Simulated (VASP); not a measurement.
# InAs (I-4m2) in VASP: notebook

Runs on InAs. Level: PBEsol. Tasks: single point.

All numbers are computed with VASP 6.6.1; they aren't measurements. Logs are shortened: lines on timing, memory, paths and dates and some standing lists are left out, and cuts for length are marked.

### 1 The cell of the first run

The structure is tetragonal, space group I-4m2 (No. 119). The conventional cell has a = 4.277 Å, b = 4.277 Å, c = 5.988 Å, α = 90.00°, β = 90.00°, γ = 90.00°. Within 3.4 Å of In (site symmetry -4m2) lie 4 As at 2.61 Å. Within 3.4 Å of As (site symmetry -4m2) lie 4 In at 2.61 Å.

### 2 Single point, PBEsol (strain -0.0100 x Voigt [0, 0, 1, 0, 0, 0])

INCAR

```
ALGO = Normal ; EDIFF = 1E-7
ENCUT = 520 ; GGA = PS
ISIF = 2 ; ISMEAR = 0
LASPH = T ; LCHARG = F
LREAL = F ; LWAVE = F
NBANDS = 16 ; NELM = 100
PREC = Accurate ; SIGMA = 0.15
```

KPOINTS

```
k-points
0
Gamma
  14 14 14
```

POSCAR

```
InAs
1.0
    0.0000000000      3.0240000000      2.9937600000
    3.0240000000      0.0000000000      2.9937600000
    3.0240000000      3.0240000000      0.0000000000
In As
1 1
Direct
    0.0000000000      0.0000000000      0.0000000000
    0.7500000000      0.7500000000      0.7500000000
```

Potentials or basis: VASP PAW PBE potentials, release 64 (In_d, As).

Started as:

```bash
> cat potpaw_PBE.64/In_d/POTCAR potpaw_PBE.64/As/POTCAR > POTCAR
> mpirun -np 1 vasp_std > vasp.out
```

OUTCAR:

```text
EDIFF = 1E-7
   ENCUT = 520
   GGA = PS
   ISIF = 2
   ISMEAR = 0
   LASPH = T
   LREAL = F
   NELM = 100
   PREC = Accurate

 ion  position               nearest neighbor table
   1  0.000  0.000  0.000-   2 2.61   2 2.61   2 2.61   2 2.61
   2  0.750  0.750  0.750-   1 2.61   1 2.61   1 2.61   1 2.61

  LATTYP: Found a body centered tetragonal cell.
 ALAT       =     4.2765818126
 C/A-ratio  =     1.4000714267

  Lattice vectors:

 A1 = (   0.0000000000,  -3.0240000000,  -2.9937600000)
 A2 = (   0.0000000000,   3.0240000000,  -2.9937600000)
 A3 = (   3.0240000000,   0.0000000000,   2.9937600000)

Analysis of symmetry for initial positions (statically):
=====================================================================
 Subroutine PRICEL returns:
 Original cell was already a primitive cell.

 Routine SETGRP: Setting up the symmetry group for a
 body centered tetragonal supercell.

 Subroutine GETGRP returns: Found  8 space group operations
 (whereof  8 operations were pure point group operations)
 out of a pool of 16 trial point group operations.

The static configuration has the point symmetry D_2d.

Analysis of symmetry for dynamics (positions and initial velocities):
=====================================================================
 Subroutine PRICEL returns:
 Original cell was already a primitive cell.

 Routine SETGRP: Setting up the symmetry group for a
 body centered tetragonal supercell.

 Subroutine GETGRP returns: Found  8 space group operations
 (whereof  8 operations were pure point group operations)
 out of a pool of 16 trial point group operations.

The dynamic configuration has the point symmetry D_2d.

 Subroutine INISYM returns: Found  8 space group operations
 (whereof  8 operations are pure point group operations),
 and found     1 'primitive' translations

----------------------------------------------------------------------------------------

                                     Primitive cell

  volume of cell :      54.7533

  direct lattice vectors                    reciprocal lattice vectors
     0.000000000  3.024000000  2.993760000    -0.165343915  0.165343915  0.167014056
     3.024000000  0.000000000  2.993760000     0.165343915 -0.165343915  0.167014056
     3.024000000  3.024000000  0.000000000     0.165343915  0.165343915 -0.167014056

  length of vectors
     4.255252629  4.255252629  4.276581813     0.287351554  0.287351554  0.287351554

  position of ions in fractional coordinates (direct lattice)
[... 79 lines left out ...]
   EDIFF  = 0.1E-06   stopping-criterion for ELM
   LREAL  =      F    real-space projection
   EDIFFG = 0.1E-05   stopping-criterion for IOM
   NSW    =      0    number of steps for IOM
   IBRION =     -1    ionic relax: 0-MD 1-quasi-New 2-CG
   NFREE  =      0    steps in history (QN), initial steepest desc. (CG)
   ISIF   =      2    stress and relaxation
   ISYM   =      2    0-nonsym 1-usesym 2-fastsym
   POTIM  = 0.5000    time-step for ionic-motion
   TEBEG  =    0.0;   TEEND  =   0.0 temperature during run
   PSTRESS=    0.0 pullay stress
   NELECT =      18.0000    total number of electrons
   NUPDOWN=      -1.0000    fix difference up-down
   EMIN   =  10.00;   EMAX   =-10.00  energy-range for DOS
   EFERMI =   0.00;   METHOD = LEGACY
   ISMEAR =     0;   SIGMA  =   0.15  broadening in eV -4-tet -1-fermi 0-gaus
   EFERMI_NEDOS =   21; number of points for ismear=-14 and -15
   IALGO  =     38    algorithm
   IMIX   =      4    mixing-type and parameters
     AMIX     =   0.40;   BMIX     =  1.00
     AMIX_MAG =   1.60;   BMIX_MAG =  1.00
  volume/ion in A,a.u.               =      27.38       184.75
  Fermi-wavevector in a.u.,A,eV,Ry     =   1.129871  2.135146 17.369309  1.276608
  Thomas-Fermi vector in A             =   2.266566
   LORBIT       =      0    0 simple, 1 ext, 2 COOP (PROOUT), +10 PAW based schemes
   GGA     = PS    functional components
   LHFCALC =     F    Hartree Fock is set to
   AEXX    =    0.0000 exact exchange contribution
   IVDW    =     0    specifies the selected vdW correction
   LEPSILON=     F    determine dielectric tensor
   LRPA    =     F    only Hartree local field effects (RPA)
 non-spin polarized calculation
 Gauss-broadening in eV      SIGMA  =   0.15
  energy-cutoff  :      520.00
  volume of cell :       54.75
 maximum number of plane-waves:      1488
   NGX = 15   NGY = 15   NGZ = 15

 number of electron      17.9999992 magnetization

 Free energy of the ion-electron system (eV)
  ---------------------------------------------------
  ext. energy  EPLUGINS =         0.00000000
  ---------------------------------------------------
  free energy    TOTEN  =        -8.48059901 eV

  energy without entropy =       -8.48043135  energy(sigma->0) =       -8.48051518

 E-fermi :   4.6090     XC(G=0):  -9.3262

 val. band max:        4.5022291447   @ k =   0.0000   0.0000   0.0000
 cond. band min:       5.1669934179   @ k =   0.0714   0.0000   0.0000
 fundamental gap:      0.6647642732
 Fermi energy:         4.6090112160

 k-point     1 :       0.0000    0.0000    0.0000
  band No.  band energies     occupation
      1      -9.8839      2.00000
      2      -9.8839      2.00000
      3      -9.8804      2.00000
      4      -9.7513      2.00000
      5      -9.7502      2.00000
      6      -7.4830      2.00000
[... 433 lines left out ...]
      3      -9.8517      2.00000
      4      -9.7625      2.00000
      5      -9.7410      2.00000
      6      -6.7374      2.00000
[... 8 lines left out ...]
     15      14.1709      0.00000
     16      14.1947      0.00000

 [... further k-points ...]

------------------------ aborting loop because EDIFF is reached ----------------------------------------

  FORCE on cell =-STRESS in cart. coord.  units (eV):
  Direction    XX          YY          ZZ          XY          YZ          ZX
  --------------------------------------------------------------------------------------
  -------------------------------------------------------------------------------------
  Total        0.5938571      0.5938571      0.7065435      0.0000000      0.0000000     -0.0000000
  in kB       17.3772885     17.3772885     20.6746870      0.0000000      0.0000000     -0.0000000
  external PRESSURE =      18.4764213 kB  Pullay stress =       0.0000000 kB

 VOLUME and BASIS-vectors are now :
 -----------------------------------------------------------------------------
  energy-cutoff  :      520.00
  volume of cell :       54.75
      direct lattice vectors                 reciprocal lattice vectors
     0.000000000  3.024000000  2.993760000    -0.165343915  0.165343915  0.167014056
     3.024000000  0.000000000  2.993760000     0.165343915 -0.165343915  0.167014056
     3.024000000  3.024000000  0.000000000     0.165343915  0.165343915 -0.167014056

 POSITION                                       TOTAL-FORCE (eV/Angst)
 -----------------------------------------------------------------------------------
      0.00000      0.00000      0.00000         0.000000      0.000000      0.000000
      4.53600      4.53600      4.49064        -0.000000      0.000000     -0.000000
 -----------------------------------------------------------------------------------
    total drift:                                0.000000      0.000000     -0.000000

  FREE ENERGIE OF THE ION-ELECTRON SYSTEM (eV)
  ---------------------------------------------------
  free  energy   TOTEN  =        -8.4805990139 eV

  energy  without entropy=       -8.4804313502  energy(sigma->0) =       -8.48051518
```

OSZICAR:

```text
N       E                     dE             d eps       ncg     rms          rms(c)
DAV:   1     0.113736735689E+03    0.11374E+03   -0.83413E+03  7864   0.122E+03
DAV:   2    -0.107127333917E+01   -0.11481E+03   -0.11001E+03  8616   0.299E+02
DAV:   3    -0.858476307017E+01   -0.75135E+01   -0.74781E+01 10104   0.752E+01
DAV:   4    -0.877301843714E+01   -0.18826E+00   -0.18821E+00  9760   0.131E+01
DAV:   5    -0.878197249000E+01   -0.89541E-02   -0.89539E-02 11616   0.245E+00    0.455E+00
DAV:   6    -0.851508510465E+01    0.26689E+00   -0.38390E-01 12448   0.114E+01    0.249E+00
DAV:   7    -0.848185392627E+01    0.33231E-01   -0.10972E-01 10832   0.335E+00    0.688E-01
DAV:   8    -0.848029014320E+01    0.15638E-02   -0.13501E-02  9944   0.132E+00    0.209E-01
DAV:   9    -0.848050716278E+01   -0.21702E-03   -0.88612E-04  9800   0.255E-01    0.115E-01
DAV:  10    -0.848058096967E+01   -0.73807E-04   -0.13819E-04 11664   0.178E-01    0.675E-02
DAV:  11    -0.848059960798E+01   -0.18638E-04   -0.51561E-05  9392   0.106E-01    0.451E-02
DAV:  12    -0.848059900897E+01    0.59901E-06   -0.54973E-06 10224   0.283E-02    0.697E-03
DAV:  13    -0.848059908382E+01   -0.74852E-07   -0.11760E-06 10512   0.559E-03    0.224E-03
DAV:  14    -0.848059897132E+01    0.11251E-06   -0.60250E-08  7536   0.259E-03    0.121E-03
DAV:  15    -0.848059901392E+01   -0.42605E-07   -0.44822E-09  5032   0.645E-04
   1 F= -.84805990E+01 E0= -.84805152E+01  d E =-.167664E-03
```

It took 1.9 min on 1 thread of AMD EPYC 9R45 (Zen 5), shared host; peak memory 0.32 GiB.

Results:

| Item | Value |
| --- | --- |
| Free energy | -8.4806 eV |
| Pressure | 1.8 GPa |

Caveat: the cell differs from its parent crystal (strain -0.0100 x Voigt [0, 0, 1, 0, 0, 0]); the PAW data sets were made with another functional, which shifts forces and pressure a little; spin-orbit coupling is left out, which moves the levels of the heavy elements.

### 3 Single point, PBEsol (strain +0.0100 x Voigt [0, 0, 1, 0, 0, 0])

INCAR

```
PREC     = Accurate       # precision mode
ENCUT    = 520            # plane-wave cutoff, eV
EDIFF    = 1E-6           # SCF threshold, eV
ISMEAR   = 0              # smearing method
SIGMA    = 0.15           # smearing width, eV
LREAL    = F              # projectors in reciprocal space
LASPH    = T              # aspherical terms in the spheres
NELM     = 80             # most SCF steps
ALGO     = Normal         # electronic algorithm
ISIF     = 2              # what is computed and relaxed
LWAVE    = F              # write WAVECAR
LCHARG   = F              # write CHGCAR
GGA      = PS             # functional
NBANDS   = 16             # bands
```

KPOINTS

```
regular mesh
0
Gamma
  14 14 14
```

POSCAR

```
InAs
1.0
    0.0000000000      3.0240000000      3.0542400000
    3.0240000000      0.0000000000      3.0542400000
    3.0240000000      3.0240000000      0.0000000000
In As
1 1
Direct
    0.0000000000      0.0000000000      0.0000000000
    0.7500000000      0.7500000000      0.7500000000
```

Potentials or basis: VASP PAW PBE potentials, release 64 (In_d, As).

Started as:

```bash
> cat potpaw_PBE.64/In_d/POTCAR potpaw_PBE.64/As/POTCAR > POTCAR
> mpirun -np 1 vasp_std > vasp.out
```

Wall time 88 s (1 thread of AMD EPYC 9R45 (Zen 5), shared host); peak memory 0.32 GiB.

Results (log left out):

| Property | Result |
| --- | --- |
| Free energy | -8.4893 eV |
| Pressure | 0.6 GPa |
| Band gap on the k mesh | zero (filled and empty bands touch) |

Stress tensor (GPa, compression positive):
```
0.73 0.00 0.00
0.00 0.73 0.00
0.00 0.00 0.38
```

Levels at points of the mesh, in eV from the Fermi level:
```
           k point  band 6  band 7  band 8  band 9  band 10  band 11  band 12  band 13
(0.00, 0.00, 0.00)  -11.96   -0.48   -0.17   -0.12    -0.12     3.71     3.71     3.72
(0.50, 0.00, 0.00)  -10.51   -5.90   -1.16   -1.09     0.71     4.45     4.51     6.56
(0.50, 0.50, 0.00)  -10.00   -6.02   -2.41   -2.41     1.35     1.90     8.81     9.01
(0.50, 0.00, 0.50)   -9.97   -5.96   -2.47   -2.47     1.30     1.81     8.89     8.96
```

Caveat: the cell differs from its parent crystal (strain +0.0100 x Voigt [0, 0, 1, 0, 0, 0]); the PAW data sets were made with another functional, which shifts forces and pressure a little; spin-orbit coupling is left out, which moves the levels of the heavy elements.

### 4 Single point, PBEsol (strain +0.0200 x Voigt [0, 0, 1, 0, 0, 0])

INCAR

```
PREC = Accurate
ENCUT = 520
EDIFF = 1E-6
ISMEAR = 0
SIGMA = 0.15
LREAL = F
LASPH = T
NELM = 100
ALGO = Normal
ISIF = 2
LWAVE = F
LCHARG = F
GGA = PS
NBANDS = 16
```

KPOINTS is that of step 3.

POSCAR

```
InAs
1.0
    0.0000000000      3.0240000000      3.0844800000
    3.0240000000      0.0000000000      3.0844800000
    3.0240000000      3.0240000000      0.0000000000
In As
1 1
Direct
    0.0000000000      0.0000000000      0.0000000000
    0.7500000000      0.7500000000      0.7500000000
```

Started as:

```bash
> cat potpaw_PBE.64/In_d/POTCAR potpaw_PBE.64/As/POTCAR > POTCAR
> mpirun -np 1 vasp_std > vasp.out
```

It took 84 s on 1 thread of AMD EPYC 9R45 (Zen 5), shared host; peak memory 0.32 GiB.

It converged, with:

```yaml
Free_energy: -8.4894 eV
Pressure: 0.0 GPa
Band_gap_on_the_k_mesh: zero (filled and empty bands touch)
```

Stress tensor (GPa, compression positive):
```
 0.28  0.00  0.00
 0.00  0.28  0.00
 0.00  0.00 -0.43
```

Levels at points of the mesh, in eV from the Fermi level:
```tsv
k point	band 6	band 7	band 8	band 9	band 10	band 11	band 12	band 13
(0.00, 0.00, 0.00)	-11.91	-0.54	-0.22	-0.12	-0.12	3.69	3.69	3.73
(0.50, 0.00, 0.00)	-10.49	-5.86	-1.18	-1.05	0.68	4.41	4.52	6.55
(0.50, 0.50, 0.00)	-10.00	-6.02	-2.35	-2.35	1.39	1.94	8.68	8.93
(0.50, 0.00, 0.50)	-9.94	-5.91	-2.47	-2.46	1.29	1.77	8.83	8.84
```

Caveat: the cell differs from its parent crystal (strain +0.0200 x Voigt [0, 0, 1, 0, 0, 0]); the PAW data sets were made with another functional, which shifts forces and pressure a little; spin-orbit coupling is left out, which moves the levels of the heavy elements.

### 5 Single point, PBEsol (strain +0.0300 x Voigt [0, 0, 1, 0, 0, 0])

INCAR

```
SYSTEM = InAs
  PREC = Accurate
  ENCUT = 520
  EDIFF = 1E-6
  ISMEAR = 0
  SIGMA = 0.15
  LREAL = .False.
  LASPH = .True.
  NELM = 80
  ALGO = Normal
  ISIF = 2
  LWAVE = .False.
  LCHARG = .False.
  GGA = PS
  NBANDS = 16
```

KPOINTS

```
regular mesh
0
Gamma
  14 14 14
  0 0 0
```

POSCAR

```
InAs
1.0
    0.0000000000      3.0240000000      3.1147200000
    3.0240000000      0.0000000000      3.1147200000
    3.0240000000      3.0240000000      0.0000000000
In As
1 1
Direct
    0.0000000000      0.0000000000      0.0000000000
    0.7500000000      0.7500000000      0.7500000000
```

Started as:

```bash
> cat potpaw_PBE.64/In_d/POTCAR potpaw_PBE.64/As/POTCAR > POTCAR
> mpirun -np 1 vasp_std > vasp.out
```

Run time: 1.7 min. Hardware: 1 thread of AMD EPYC 9R45 (Zen 5), shared host; peak memory 0.32 GiB.

Results (log left out):

| Property | Result |
| --- | --- |
| Free energy | -8.4866 eV |
| Pressure | -0.5 GPa |
| Band gap on the k mesh | zero (filled and empty bands touch) |

Stress tensor (GPa, compression positive):
```
-0.13  0.00  0.00
 0.00 -0.13  0.00
 0.00  0.00 -1.22
```

Levels at points of the mesh, in eV from the Fermi level:
| k point | band 7 | band 8 | band 9 | band 10 | band 11 | band 12 |
| --- | --- | --- | --- | --- | --- | --- |
| (0.00, 0.00, 0.00) | -0.60 | -0.26 | -0.11 | -0.11 | 3.67 | 3.67 |
| (0.50, 0.00, 0.00) | -5.82 | -1.21 | -1.02 | 0.64 | 4.37 | 4.54 |
| (0.50, 0.50, 0.00) | -6.02 | -2.30 | -2.30 | 1.42 | 1.98 | 8.55 |
| (0.50, 0.00, 0.50) | -5.86 | -2.46 | -2.45 | 1.28 | 1.73 | 8.69 |

Caveat: the cell differs from its parent crystal (strain +0.0300 x Voigt [0, 0, 1, 0, 0, 0]); the PAW data sets were made with another functional, which shifts forces and pressure a little; spin-orbit coupling is left out, which moves the levels of the heavy elements.

### 6 Single point, PBEsol (strain +0.0350 x Voigt [0, 0, 1, 0, 0, 0])

INCAR

```
SYSTEM = InAs
PREC     = Accurate       ! precision mode
ENCUT    = 520            ! plane-wave cutoff, eV
EDIFF    = 1E-6           ! SCF threshold, eV
ISMEAR   = 0              ! smearing method
SIGMA    = 0.15           ! smearing width, eV
LREAL    = .FALSE.        ! projectors in reciprocal space
LASPH    = .TRUE.         ! aspherical terms in the spheres
NELM     = 100            ! most SCF steps
ALGO     = Normal         ! electronic algorithm
ISIF     = 2              ! what is computed and relaxed
LWAVE    = .FALSE.        ! write WAVECAR
LCHARG   = .FALSE.        ! write CHGCAR
GGA      = PS             ! functional
NBANDS   = 16             ! bands
```

KPOINTS

```
Automatic mesh
0
G
  14 14 14
  0 0 0
```

POSCAR

```
InAs
1.0
    0.0000000000      3.0240000000      3.1298400000
    3.0240000000      0.0000000000      3.1298400000
    3.0240000000      3.0240000000      0.0000000000
In As
1 1
Direct
    0.0000000000      0.0000000000      0.0000000000
    0.7500000000      0.7500000000      0.7500000000
```

Potentials or basis: VASP PAW PBE potentials, release 64 (In_d, As).

Started as:

```bash
> cat potpaw_PBE.64/In_d/POTCAR potpaw_PBE.64/As/POTCAR > POTCAR
> mpirun -np 1 vasp_std > vasp.out
```

It took 99 s on 1 thread of AMD EPYC 9R45 (Zen 5), shared host; peak memory 0.32 GiB.

The run converged. Its results:

| Quantity | Value |
| --- | --- |
| Free energy | -8.4843 eV |
| Pressure | -0.8 GPa |
| Band gap on the k mesh | zero (filled and empty bands touch) |

Stress tensor (GPa, compression positive):
```
-0.33  0.00  0.00
 0.00 -0.33  0.00
 0.00  0.00 -1.61
```

Levels at points of the mesh, in eV from the Fermi level:
| k point | band 7 | band 8 | band 9 | band 10 | band 11 | band 12 |
| --- | --- | --- | --- | --- | --- | --- |
| (0.00, 0.00, 0.00) | -0.63 | -0.29 | -0.11 | -0.11 | 3.65 | 3.65 |
| (0.50, 0.00, 0.00) | -5.81 | -1.23 | -1.00 | 0.62 | 4.35 | 4.54 |
| (0.50, 0.50, 0.00) | -6.03 | -2.27 | -2.27 | 1.44 | 2.00 | 8.49 |
| (0.50, 0.00, 0.50) | -5.84 | -2.46 | -2.45 | 1.28 | 1.71 | 8.62 |

Caveat: the cell differs from its parent crystal (strain +0.0350 x Voigt [0, 0, 1, 0, 0, 0]); the PAW data sets were made with another functional, which shifts forces and pressure a little; spin-orbit coupling is left out, which moves the levels of the heavy elements.

### 7 The runs side by side

```tsv
cell	gap on the mesh (eV)	pressure (GPa)
a = 4.255, b = 4.255, c = 4.277 Å, angles 59.8, 59.8, 60.3°, 2 atoms	-	1.8
a = 4.298, b = 4.298, c = 4.277 Å, angles 60.2, 60.2, 59.7°, 2 atoms	none	0.6
a = 4.320, b = 4.320, c = 4.277 Å, angles 60.3, 60.3, 59.3°, 2 atoms	none	0.0
a = 4.341, b = 4.341, c = 4.277 Å, angles 60.5, 60.5, 59.0°, 2 atoms	none	-0.5
a = 4.352, b = 4.352, c = 4.277 Å, angles 60.6, 60.6, 58.9°, 2 atoms	none	-0.8
```

Alike in all rows: task single point; level PBEsol; potentials or basis VASP PAW PBE potentials, release 64 (In_d, As); no spin polarisation; k mesh 14 × 14 × 14; cutoff (eV) 520; smearing gaussian 0.15 eV.

Caveats: the PAW data sets were made with another functional, which shifts forces and pressure a little; spin-orbit coupling is left out, which moves the levels of the heavy elements.

Total energies depend on the potentials used, so only differences within one code and one set of settings carry meaning.
